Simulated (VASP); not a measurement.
Set up this calculation in VASP 6.6.1, as the native input.

```yaml
Task: single point
Functional: PBE
Potentials_or_basis: VASP PAW PBE potentials, release 64 (Al, Pt)
Cutoff: 520 eV
k_mesh: 6 × 6 × 4
Occupations: gaussian, width 0.1 eV
Spin: no spin polarisation
Dipole_correction: no
Further_INCAR_settings: ALGO = Normal; EDIFF = 1e-06; NBANDS = 18
```

The structure of Al3Pt lies in POSCAR:

```
Al3Pt
1.0
    4.4500981864      0.0000000000      0.0000000000
   -2.2250490932      3.8538980788      0.0000000000
    0.0000000000      0.0000000000      4.9059450044
Al Pt
3 1
Direct
    0.3333333333      0.6666666667      0.0000000000
    0.0000000000      0.0000000000      0.5000000000
    0.6666666667      0.3333333333      0.0000000000
    0.0000000000      0.0000000000      0.0000000000
```

The input as run:

INCAR

```
SYSTEM = Al3Pt
PREC = Accurate
ENCUT = 520
EDIFF = 1E-6
ISMEAR = 0
SIGMA = 0.1
LREAL = .FALSE.
LASPH = .TRUE.
NELM = 100
ALGO = Normal
ISIF = 2
LWAVE = .FALSE.
LCHARG = .TRUE.
GGA = PE
LELF = .TRUE.
LVHAR = .TRUE.
NBANDS = 18
```

KPOINTS

```
Automatic mesh
0
G
  6 6 4
  0 0 0
```

Potentials or basis: VASP PAW PBE potentials, release 64 (Al, Pt).

Launch:

```console
$ cat potpaw_PBE.64/Al/POTCAR potpaw_PBE.64/Pt/POTCAR > POTCAR
$ mpirun -np 1 vasp_std > vasp.out
```

It gave:

| Property | Result |
| --- | --- |
| Pressure | 0.0 GPa |

Run time: 46 s on 1 thread of Intel(R) Xeon(R) Platinum 8259CL CPU @ 2.50GHz (Skylake/Cascade Lake) (shared host), peak memory 0.21 GiB.
